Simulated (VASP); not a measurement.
Here is a VASP 6.6.1 calculation.

INCAR

```
SYSTEM = Ni
PREC = Accurate ; ENCUT = 600
EDIFF = 1E-7 ; ISMEAR = 0
SIGMA = 0.1 ; LREAL = .FALSE.
LASPH = .TRUE. ; NELM = 200
ALGO = Normal ; ISIF = 3
LWAVE = .FALSE. ; LCHARG = .FALSE.
ISPIN = 2 ; MAGMOM = 0.81
LORBIT = 11 ; LMAXMIX = 4
GGA = PE ; IBRION = 2
NSW = 100 ; EDIFFG = -0.05
GGA_COMPAT = .FALSE. ; NELMIN = 4
```

The input KPOINTS:

```
regular mesh
0
G
  10 10 10
  0 0 0
```

File POSCAR:

```
Ni
1.0
    0.0000000000      1.7350000000      1.7350000000
    1.7350000000      0.0000000000      1.7350000000
    1.7350000000      1.7350000000      0.0000000000
Ni
1
Direct
    0.0000000000      0.0000000000      0.0000000000
```

Potentials or basis: VASP PAW PBE potentials, release 64 (Ni).

The run is started by

```console
$ cat potpaw_PBE.64/Ni/POTCAR > POTCAR
$ mpirun -np 1 vasp_std > vasp.out
```

(1) Predict the net moment.

(2) Predict the site moments.

(3) Predict the relaxed volume.

Results:

(1) 0.72 μB per cell.

(2) Ni +0.73 μB.

(3) 10.91 Å³/atom.
